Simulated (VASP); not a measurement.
# BeSe5 in VASP: a series of runs

BeSe5 is run at these levels: PBE; tasks: single point, relaxation of cell and atoms.

All numbers are computed with VASP 6.6.1; they aren't measurements. Logs are shortened: lines on timing, memory, paths and dates and some standing lists are left out, and cuts for length are marked.

## Step 1: The cell of the first run

Symmetry: R32, No. 155, trigonal system. The conventional cell has a = 6.958 Å, b = 6.958 Å, c = 8.989 Å, α = 90.00°, β = 90.00°, γ = 120.00°. Be (site symmetry 32) has 8 Se at 2.51 to 3.17 Å within 3.3 Å. Se (site symmetry 2) has 2 Be at 2.51 Å and 2 Se at 2.61 Å within 3.3 Å. Se (site symmetry 3) has 4 Se at 2.61 to 2.66 Å and 1 Be at 3.17 Å within 3.4 Å.

## Step 2: Single point, PBE

INCAR reads:

```
SYSTEM = BeSe5
  ALGO = Normal
  EDIFF = 1E-7
  ENCUT = 520
  GGA = PE
  ISIF = 2
  ISMEAR = 0
  LASPH = .True.
  LCHARG = .False.
  LREAL = .False.
  LWAVE = .False.
  NBANDS = 25
  NELM = 100
  PREC = Accurate
  SIGMA = 0.1
```

KPOINTS reads:

```
k-points
0
Gamma
  3 3 3
  0 0 0
```

POSCAR reads:

```
BeSe5
1.0
    3.4791169288      2.0086690945      2.9964059954
   -3.4791169288      2.0086690945      2.9964059954
    0.0000000000     -4.0173381917      2.9964059936
Be Se
1 5
Direct
    0.5000000000      0.5000000000      0.5000000000
    0.4987101458      0.5012898542      0.0000000000
    0.1476842777      0.1476842777      0.1476842777
    0.0000000000      0.4987101458      0.5012898542
    0.5012898542      0.0000000000      0.4987101458
    0.8523157223      0.8523157223      0.8523157223
```

Potentials or basis: VASP PAW PBE potentials, release 64 (Be, Se).

Command:

```sh
$ cat potpaw_PBE.64/Be/POTCAR potpaw_PBE.64/Se/POTCAR > POTCAR
$ mpirun -np 1 vasp_std > vasp.out
```

OUTCAR:

```text
SYSTEM = BeSe5
   EDIFF = 1E-7
   ENCUT = 520
   GGA = PE
   ISIF = 2
   ISMEAR = 0
   LASPH = .True.
   LREAL = .False.
   NELM = 100
   PREC = Accurate

 ion  position               nearest neighbor table
   1  0.500  0.500  0.500-   4 2.51   5 2.51   5 2.51   4 2.51   2 2.51   2 2.51
   2  0.499  0.501  0.000-   1 2.51   1 2.51   6 2.61   3 2.61
   3  0.148  0.148  0.148-   5 2.61   4 2.61   2 2.61   6 2.66
   4  0.000  0.499  0.501-   1 2.51   1 2.51   6 2.61   3 2.61
   5  0.501  0.000  0.499-   1 2.51   1 2.51   3 2.61   6 2.61
   6  0.852  0.852  0.852-   4 2.61   5 2.61   2 2.61   3 2.66

  LATTYP: Found a trigonal (rhomboedric) cell.
 ALAT       =     5.0117317391
 COS(alpha) =     0.0361878150

  Lattice vectors:

 A1 = (   3.4791169288,   2.0086690945,   2.9964059954)
 A2 = (  -3.4791169288,   2.0086690945,   2.9964059954)
 A3 = (   0.0000000000,  -4.0173381917,   2.9964059936)

Analysis of symmetry for initial positions (statically):
=====================================================================
 Subroutine PRICEL returns:
 Original cell was already a primitive cell.

 Routine SETGRP: Setting up the symmetry group for a
 trigonal (rhombohedral) supercell.

 Subroutine GETGRP returns: Found  6 space group operations
 (whereof  6 operations were pure point group operations)
 out of a pool of 12 trial point group operations.

The static configuration has the point symmetry D_3 .

Analysis of symmetry for dynamics (positions and initial velocities):
=====================================================================
 Subroutine PRICEL returns:
 Original cell was already a primitive cell.

 Routine SETGRP: Setting up the symmetry group for a
 trigonal (rhombohedral) supercell.

 Subroutine GETGRP returns: Found  6 space group operations
 (whereof  6 operations were pure point group operations)
 out of a pool of 12 trial point group operations.

The dynamic configuration has the point symmetry D_3 .

 Subroutine INISYM returns: Found  6 space group operations
 (whereof  6 operations are pure point group operations),
 and found     1 'primitive' translations

----------------------------------------------------------------------------------------

                                     Primitive cell

  volume of cell :     125.6404

  direct lattice vectors                    reciprocal lattice vectors
     3.479116929  2.008669095  2.996405995     0.143714629  0.082973680  0.111244382
    -3.479116929  2.008669095  2.996405995    -0.143714629  0.082973680  0.111244382
     0.000000000 -4.017338192  2.996405994     0.000000000 -0.165947360  0.111244382

  length of vectors
     5.011731739  5.011731739  5.011731739     0.199784481  0.199784481  0.199784481

  position of ions in fractional coordinates (direct lattice)
     0.500000000  0.500000000  0.500000000
     0.498710146  0.501289854  0.000000000
     0.147684278  0.147684278  0.147684278
     0.000000000  0.498710146  0.501289854
     0.501289854  0.000000000  0.498710146
     0.852315722  0.852315722  0.852315722

  ion indices of the primitive-cell ions
   primitive index   ion index
                 1           1
                 2           2
                 3           3
                 4           4
                 5           5
                 6           6

----------------------------------------------------------------------------------------

 KPOINTS: k-points

Automatic generation of k-mesh.
 Grid dimensions read from file:
 generate k-points for:    3    3    3

 Generating k-lattice:

  Cartesian coordinates                     Fractional coordinates (reciprocal lattice)
     0.047904876  0.027657893  0.037081461     0.333333333 -0.000000000  0.000000000
    -0.047904876  0.027657893  0.037081461    -0.000000000  0.333333333  0.000000000
     0.000000000 -0.055315787  0.037081461     0.000000000  0.000000000  0.333333333

  Length of vectors
     0.066594827  0.066594827  0.066594827

  Shift w.r.t. Gamma in fractional coordinates (k-lattice)
     0.000000000  0.000000000  0.000000000

 Subroutine IBZKPT returns following result:
 ===========================================

 Found      6 irreducible k-points:

 Following reciprocal coordinates:
            Coordinates               Weight
  0.000000  0.000000  0.000000      1.000000
  0.333333  0.000000 -0.000000      6.000000
  0.333333  0.333333 -0.000000      6.000000
 -0.333333  0.333333  0.000000      6.000000
  0.333333  0.333333  0.333333      2.000000
 -0.333333  0.333333  0.333333      6.000000
   k-points           NKPTS =      6   k-points in BZ     NKDIM =      6   number of bands    NBANDS=     25
   number of dos      NEDOS =    301   number of ions     NIONS =      6
   total plane-waves  NPLWV =  64000
   dimension x,y,z NGX =    40 NGY =   40 NGZ =   40
   dimension x,y,z NGXF=    80 NGYF=   80 NGZF=   80
   ions per type =               1   5
   NGX,Y,Z   is equivalent  to a cutoff of  13.27, 13.27, 13.27 a.u.
   NGXF,Y,Z  is equivalent  to a cutoff of  26.54, 26.54, 26.54 a.u.
 SYSTEM =  BeSe5
   PREC   = accura    normal or accurate (medium, high low for compatibility)
   ISTART =      0    job   : 0-new  1-cont  2-samecut
   ICHARG =      2    charge: 1-file 2-atom 10-const
   ISPIN  =      1    spin polarized calculation?
   LNONCOLLINEAR =      F non collinear calculations
   LSORBIT =      F    spin-orbit coupling
   LASPH  =      T    aspherical Exc in radial PAW
   ENCUT  =  520.0 eV  38.22 Ry    6.18 a.u.   9.32  9.32  9.32*2*pi/ulx,y,z
   NELM   =    100;   NELMIN=  2; NELMDL= -5     # of ELM steps
   EDIFF  = 0.1E-06   stopping-criterion for ELM
   LREAL  =      F    real-space projection
   EDIFFG = 0.1E-05   stopping-criterion for IOM
   NSW    =      0    number of steps for IOM
   IBRION =     -1    ionic relax: 0-MD 1-quasi-New 2-CG
   NFREE  =      0    steps in history (QN), initial steepest desc. (CG)
   ISIF   =      2    stress and relaxation
   ISYM   =      2    0-nonsym 1-usesym 2-fastsym
   POTIM  = 0.5000    time-step for ionic-motion
   TEBEG  =    0.0;   TEEND  =   0.0 temperature during run
   PSTRESS=    0.0 pullay stress
   NELECT =      32.0000    total number of electrons
   NUPDOWN=      -1.0000    fix difference up-down
   EMIN   =  10.00;   EMAX   =-10.00  energy-range for DOS
   EFERMI =   0.00;   METHOD = LEGACY
   ISMEAR =     0;   SIGMA  =   0.10  broadening in eV -4-tet -1-fermi 0-gaus
   EFERMI_NEDOS =   21; number of points for ismear=-14 and -15
   IALGO  =     38    algorithm
   IMIX   =      4    mixing-type and parameters
     AMIX     =   0.40;   BMIX     =  1.00
     AMIX_MAG =   1.60;   BMIX_MAG =  1.00
  volume/ion in A,a.u.               =      20.94       141.31
  Fermi-wavevector in a.u.,A,eV,Ry     =   1.037724  1.961013 14.651711  1.076870
  Thomas-Fermi vector in A             =   2.172175
   LORBIT       =      0    0 simple, 1 ext, 2 COOP (PROOUT), +10 PAW based schemes
   GGA     = PE    functional components
   LHFCALC =     F    Hartree Fock is set to
   AEXX    =    0.0000 exact exchange contribution
   IVDW    =     0    specifies the selected vdW correction
   LEPSILON=     F    determine dielectric tensor
   LRPA    =     F    only Hartree local field effects (RPA)
 non-spin polarized calculation
 Gauss-broadening in eV      SIGMA  =   0.10
  energy-cutoff  :      520.00
  volume of cell :      125.64
 maximum number of plane-waves:      3393
 NGX is ok and might be reduce to    40
   NGX = 19   NGY = 19   NGZ = 19

 number of electron      31.9999994 magnetization

 Free energy of the ion-electron system (eV)
  ---------------------------------------------------
  ext. energy  EPLUGINS =         0.00000000
  ---------------------------------------------------
  free energy    TOTEN  =       -20.24266153 eV

  energy without entropy =      -20.23504299  energy(sigma->0) =      -20.23885226

 E-fermi :   4.0488     XC(G=0):  -9.7872

 val. band max:        3.7841154748   @ k =   0.3333   0.0000  -0.0000
 cond. band min:       4.0762803837   @ k =   0.3333   0.3333   0.3333
 fundamental gap:      0.2921649089
 Fermi energy:         4.0487594513

 k-point     1 :       0.0000    0.0000    0.0000
  band No.  band energies     occupation
      1     -11.5353      2.00000
      2      -8.7609      2.00000
      3      -8.2400      2.00000
      4      -8.2400      2.00000
      5      -7.6028      2.00000
      6      -0.9041      2.00000
[... 17 lines left out ...]
     24       9.3301      0.00000
     25      11.6411      0.00000

 k-point     2 :       0.3333    0.0000   -0.0000
  band No.  band energies     occupation
      1     -11.1008      2.00000
      2      -9.9269      2.00000
      3      -8.1993      2.00000
      4      -7.9059      2.00000
      5      -7.1495      2.00000
      6      -1.9673      2.00000
[... 17 lines left out ...]
     24      11.2920      0.00000
     25      11.4071      0.00000

 k-point     3 :       0.3333    0.3333   -0.0000
  band No.  band energies     occupation
      1     -10.7413      2.00000
      2     -10.0515      2.00000
      3      -8.6891      2.00000
      4      -8.1369      2.00000
      5      -6.7431      2.00000
      6      -2.2894      2.00000
[... 17 lines left out ...]
     24      11.0265      0.00000
     25      11.5706      0.00000

 k-point     4 :      -0.3333    0.3333    0.0000
  band No.  band energies     occupation
      1     -10.7480      2.00000
      2     -10.0638      2.00000
      3      -8.4816      2.00000
      4      -8.2549      2.00000
      5      -6.9113      2.00000
      6      -1.9177      2.00000
[... 17 lines left out ...]
     24      11.4973      0.00000
     25      11.9308      0.00000

 k-point     5 :       0.3333    0.3333    0.3333
  band No.  band energies     occupation
      1     -10.5783      2.00000
      2      -9.8726      2.00000
      3      -8.6353      2.00000
      4      -8.6217      2.00000
      5      -6.7728      2.00000
      6      -2.5974      2.00000
[... 17 lines left out ...]
     24      10.9707      0.00000
     25      10.9813      0.00000

 k-point     6 :      -0.3333    0.3333    0.3333
  band No.  band energies     occupation
      1     -10.6441      2.00000
      2      -9.8233      2.00000
      3      -8.6298      2.00000
      4      -8.1295      2.00000
      5      -7.5454      2.00000
      6      -2.1960      2.00000
[... 17 lines left out ...]
     24      10.8336      0.00000
     25      11.7371      0.00000

------------------------ aborting loop because EDIFF is reached ----------------------------------------

  FORCE on cell =-STRESS in cart. coord.  units (eV):
  Direction    XX          YY          ZZ          XY          YZ          ZX
  --------------------------------------------------------------------------------------
  -------------------------------------------------------------------------------------
  Total        0.2350225      0.2350225      0.2236922     -0.0000000      0.0000000      0.0000000
  in kB        2.9970267      2.9970267      2.8525420     -0.0000000      0.0000000      0.0000000
  external PRESSURE =       2.9488652 kB  Pullay stress =       0.0000000 kB

 VOLUME and BASIS-vectors are now :
 -----------------------------------------------------------------------------
  energy-cutoff  :      520.00
  volume of cell :      125.64
      direct lattice vectors                 reciprocal lattice vectors
     3.479116929  2.008669095  2.996405995     0.143714629  0.082973680  0.111244382
    -3.479116929  2.008669095  2.996405995    -0.143714629  0.082973680  0.111244382
     0.000000000 -4.017338192  2.996405994     0.000000000 -0.165947360  0.111244382

 POSITION                                       TOTAL-FORCE (eV/Angst)
 -----------------------------------------------------------------------------------
      0.00000     -0.00000      4.49461         0.000000     -0.000000      0.000000
     -0.00898      2.00867      2.99641         0.007481     -0.000000      0.000000
      0.00000     -0.00000      1.32757         0.000000     -0.000000      0.017925
     -1.73507     -1.01211      2.99641        -0.003740      0.006478      0.000000
      1.74405     -0.99656      2.99641        -0.003740     -0.006478     -0.000000
      0.00000     -0.00000      7.66165         0.000000      0.000000     -0.017925
 -----------------------------------------------------------------------------------
    total drift:                               -0.000000      0.000000     -0.000000

  FREE ENERGIE OF THE ION-ELECTRON SYSTEM (eV)
  ---------------------------------------------------
  free  energy   TOTEN  =       -20.2426615256 eV

  energy  without entropy=      -20.2350429864  energy(sigma->0) =      -20.23885226
```

It took 17 s on 1 thread of Intel Xeon 6975P-C (Granite Rapids), shared host; peak memory 0.23 GiB.

What came out:

* Free energy: -20.2427 eV
* Pressure: 0.3 GPa
* Largest force: 0.018 eV/Å
* Band gap on the k mesh: zero (band 16 reaches 4.39 eV, above the bottom of band 17 at 3.33 eV)

Forces in eV/Å, atoms in the order of the input:
```
Be   0.000  0.000  0.000
Se   0.007  0.000  0.000
Se   0.000  0.000  0.018
Se  -0.004  0.006  0.000
Se  -0.004 -0.006  0.000
Se   0.000  0.000 -0.018
```

Levels at points of the mesh, in eV from the Fermi level:
| k point | band 12 | band 13 | band 14 | band 15 | band 16 | band 17 | band 18 | band 19 | band 20 | band 21 |
| --- | --- | --- | --- | --- | --- | --- | --- | --- | --- | --- |
| (0.00, 0.00, 0.00) | -1.52 | -1.52 | -0.86 | -0.86 | -0.79 | -0.72 | 0.57 | 1.66 | 1.66 | 4.51 |

Caveat: the k points lie up to 0.42 Å⁻¹ apart.

## Step 3: Single point, PBE

This run uses another cell than the first one, of 21.19 Å³/atom, 1.012 times its volume.

INCAR reads:

```
PREC = Accurate ; ENCUT = 520
EDIFF = 1E-6 ; ISMEAR = 0
SIGMA = 0.1 ; LREAL = False
LASPH = True ; NELM = 80
ALGO = Normal ; ISIF = 2
LWAVE = False ; LCHARG = False
GGA = PE ; NBANDS = 25
```

KPOINTS reads:

```
Automatic mesh
0
Gamma
  6 6 6
```

POSCAR reads:

```
BeSe5
1.0
    3.4645217877      2.0002425867      3.0570688624
   -3.4645217877      2.0002425867      3.0570688624
    0.0000000000     -4.0004851734      3.0570688624
Be Se
1 5
Direct
    0.5000000000      0.5000000000      0.5000000000
    0.5000000000      0.5000000000      0.0000000000
    0.1518351252      0.1518351252      0.1518351252
    0.0000000000      0.5000000000      0.5000000000
    0.5000000000      0.0000000000      0.5000000000
    0.8481648748      0.8481648748      0.8481648748
```

Potentials or basis: VASP PAW PBE potentials, release 64 (Be, Se).

Command:

```sh
$ cat potpaw_PBE.64/Be/POTCAR potpaw_PBE.64/Se/POTCAR > POTCAR
$ mpirun -np 1 vasp_std > vasp.out
```

It took 68 s on 1 thread of Intel Xeon 6975P-C (Granite Rapids), shared host; peak memory 0.26 GiB.

Results (log left out):

```yaml
Free_energy: -20.2118 eV
Pressure: 0.1 GPa
Largest_force: 0.011 eV/Å
Band_gap_on_the_k_mesh: zero (band 16 reaches 4.16 eV, above the bottom of band 17 at 3.32 eV)
```

Forces on the atoms (eV/Å):
```
Be   0.000  0.000  0.000
Se   0.000  0.000  0.000
Se   0.000  0.000 -0.011
Se   0.000  0.000  0.000
Se   0.000  0.000  0.000
Se   0.000  0.000  0.011
```

Levels at points of the mesh, in eV from the Fermi level:
| k point | band 12 | band 13 | band 14 | band 15 | band 16 | band 17 | band 18 | band 19 | band 20 | band 21 |
| --- | --- | --- | --- | --- | --- | --- | --- | --- | --- | --- |
| (0.00, 0.00, 0.00) | -1.53 | -1.53 | -0.94 | -0.76 | -0.76 | -0.52 | 0.67 | 1.96 | 1.96 | 4.49 |
| (0.50, 0.00, 0.00) | -2.21 | -1.75 | -1.12 | -1.05 | -0.67 | -0.46 | 2.07 | 2.38 | 2.91 | 3.91 |
| (0.50, 0.50, 0.00) | -3.18 | -0.60 | -0.54 | -0.25 | -0.06 | 0.13 | 2.81 | 2.88 | 3.09 | 3.92 |
| (0.50, 0.50, 0.50) | -0.90 | -0.48 | -0.48 | -0.46 | -0.46 | 0.57 | 2.29 | 2.29 | 3.11 | 3.44 |

## Step 4: Relaxation of cell and atoms, PBE

INCAR reads:

```
PREC     = Accurate       # precision mode
ENCUT    = 600            # plane-wave cutoff, eV
EDIFF    = 1E-6           # SCF threshold, eV
ISMEAR   = 0              # smearing method
SIGMA    = 0.1            # smearing width, eV
LREAL    = F              # projectors in reciprocal space
LASPH    = T              # aspherical terms in the spheres
NELM     = 60             # most SCF steps
ALGO     = Normal         # electronic algorithm
ISIF     = 3              # what is computed and relaxed
LWAVE    = F              # write WAVECAR
LCHARG   = F              # write CHGCAR
GGA      = PE             # functional
IBRION   = 2              # ionic algorithm
NSW      = 100            # ionic steps
EDIFFG   = -0.01          # ionic threshold
```

KPOINTS is that of step 3.

POSCAR reads:

```
BeSe5
1.0
    3.4791169288      2.0086690954      2.9964059948
   -3.4791169288      2.0086690954      2.9964059948
    0.0000000000     -4.0173381908      2.9964059948
Be Se
1 5
Direct
    0.5000000000      0.5000000000      0.5000000000
    0.5000000000      0.5000000000      0.0000000000
    0.1476842777      0.1476842777      0.1476842777
    0.0000000000      0.5000000000      0.5000000000
    0.5000000000      0.0000000000      0.5000000000
    0.8523157223      0.8523157223      0.8523157223
```

Command:

```sh
$ cat potpaw_PBE.64/Be/POTCAR potpaw_PBE.64/Se/POTCAR > POTCAR
$ mpirun -np 1 vasp_std > vasp.out
```

Wall time 3.6 min (1 thread of Intel Xeon 6975P-C (Granite Rapids), shared host); peak memory 0.29 GiB.

The run converged. Its results:

```yaml
Free_energy: -20.2119 eV
Relaxed_volume: 21.22 Å³/atom
Relaxed_cell: a = 5.037 Å, b = 5.037 Å, c = 5.037 Å, α = 87.03°, β = 87.03°, γ = 87.03°
Space_group_after_relaxing_to_0.05_Å: R-3m (No. 166)
Energy_gained_by_relaxing: 2.8 meV/atom
Ionic_steps: 7
Pressure_after_relaxing: 0.0 GPa
Largest_force_after_relaxing: 0.009 eV/Å
Band_gap_on_the_k_mesh: zero (band 16 reaches 4.14 eV, above the bottom of band 17 at 3.30 eV)
```

Forces on the atoms (eV/Å):
```
Be   0.000  0.000  0.000
Se   0.000  0.000  0.000
Se   0.000  0.000 -0.009
Se   0.000  0.000  0.000
Se   0.000  0.000  0.000
Se   0.000  0.000  0.009
```

Step by step:
| step | energy change (eV) | largest force (eV/Å) | pressure (GPa) | volume (Å³) |
| --- | --- | --- | --- | --- |
| 1 | 0.0000 | 0.1995 | 0.60 | 125.64 |
| 2 | -0.0092 | 0.1885 | -0.12 | 127.07 |
| 3 | -0.0105 | 0.1879 | -0.54 | 127.95 |
| 4 | -0.0161 | 0.0414 | -0.13 | 127.44 |
| 5 | -0.0165 | 0.0082 | 0.02 | 127.27 |
| 6 | -0.0165 | 0.0123 | 0.02 | 127.25 |
| 7 | -0.0165 | 0.0093 | -0.01 | 127.29 |

Final structure:
```
CELL_PARAMETERS angstrom
3.46826 2.00240 3.05488
-3.46826 2.00240 3.05488
0.00000 -4.00480 3.05488
ATOMIC_POSITIONS crystal
Be 0.50000 0.50000 0.50000
Se 0.50000 0.50000 0.00000
Se 0.15190 0.15190 0.15190
Se 0.00000 0.50000 0.50000
Se 0.50000 0.00000 0.50000
Se 0.84810 0.84810 0.84810
```

Levels at points of the mesh, in eV from the Fermi level:
```
           k point  band 12  band 13  band 14  band 15  band 16  band 17  band 18  band 19  band 20
(0.00, 0.00, 0.00)    -1.52    -1.52    -0.93    -0.75    -0.75    -0.52     0.66     1.95     1.95
(0.50, 0.00, 0.00)    -2.20    -1.75    -1.13    -1.05    -0.68    -0.46     2.06     2.38     2.91
(0.50, 0.50, 0.00)    -3.18    -0.60    -0.54    -0.26    -0.06     0.12     2.81     2.88     3.08
(0.50, 0.50, 0.50)    -0.90    -0.49    -0.49    -0.46    -0.46     0.57     2.29     2.29     3.11
```

## Step 5: Overview

| task | cell | k mesh | cutoff (eV) | gap on the mesh (eV) | pressure (GPa) | largest force (eV/Å) |
| --- | --- | --- | --- | --- | --- | --- |
| single point | a = 5.012 Å, angles 87.9°, 6 atoms | 3 × 3 × 3 | 520 | none | 0.3 | 0.02 |
| single point | a = 5.035 Å, angles 87.0°, 6 atoms | 6 × 6 × 6 | 520 | none | 0.1 | 0.01 |
| relaxation of cell and atoms | relaxed from a = 5.012 Å, angles 87.9°, 6 atoms | 6 × 6 × 6 | 600 | none | 0.0 | 0.01 |

Alike in all rows: level PBE; potentials or basis VASP PAW PBE potentials, release 64 (Be, Se); no spin polarisation; smearing gaussian 0.1 eV.

Caveats: some runs use coarse meshes.

Total energies depend on the potentials used, so only differences within one code and one set of settings carry meaning.
